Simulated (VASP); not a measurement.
HfN: single point with PBEsol

Crystal: HfN.

```
CELL_PARAMETERS angstrom
0.00000 2.57756 2.33208
2.57756 0.00000 2.33208
2.57756 2.57756 0.00000
ATOMIC_POSITIONS crystal
Hf 0.00000 0.00000 0.00000
N 0.75000 0.75000 0.75000
```

This cell differs from its parent crystal: strain +0.050 along x and y, -0.050 along z.

```yaml
Program: VASP 6.6.1
Task: single point
Functional: PBEsol
Potentials_or_basis: VASP PAW PBE potentials, release 64 (Hf_pv, N)
Cutoff: 520 eV
k_mesh: 16 × 16 × 16
Occupations: gaussian, width 0.15 eV
Spin: no spin polarisation
```

```json
{"Pressure": "-14.1 GPa"}
```

Stress tensor (GPa, compression positive):
```
-18.43   0.00   0.00
  0.00 -18.43   0.00
  0.00   0.00  -5.55
```

Levels at points of the mesh, in eV from the Fermi level:
```
           k point  band 4  band 5  band 6  band 7  band 8  band 9  band 10  band 11  band 12  band 13
(0.00, 0.00, 0.00)  -15.88   -5.28   -5.28   -5.04   -0.90    1.47     2.60     5.71     5.71     7.10
(0.50, 0.00, 0.00)  -14.86   -5.66   -4.92   -4.45    1.38    2.56     2.58     3.71     4.94     5.27
(0.50, 0.50, 0.00)  -14.60   -6.51   -3.73   -3.73   -0.70    2.04     3.73     4.33     4.33    10.45
(0.50, 0.00, 0.50)  -14.49   -6.77   -3.64   -3.32   -1.30    1.64     3.96     4.32     4.40     8.90
```

Wall time 63 s on 1 thread of Intel(R) Xeon(R) 6975P-C (Granite Rapids), with other jobs on the host, peak memory 0.28 GiB.

Caveat: the cell differs from its parent crystal (strain +0.050 along x and y, -0.050 along z); the PAW data sets were made with another functional, which shifts forces and pressure a little; spin-orbit coupling is left out, which moves the levels of the heavy elements.
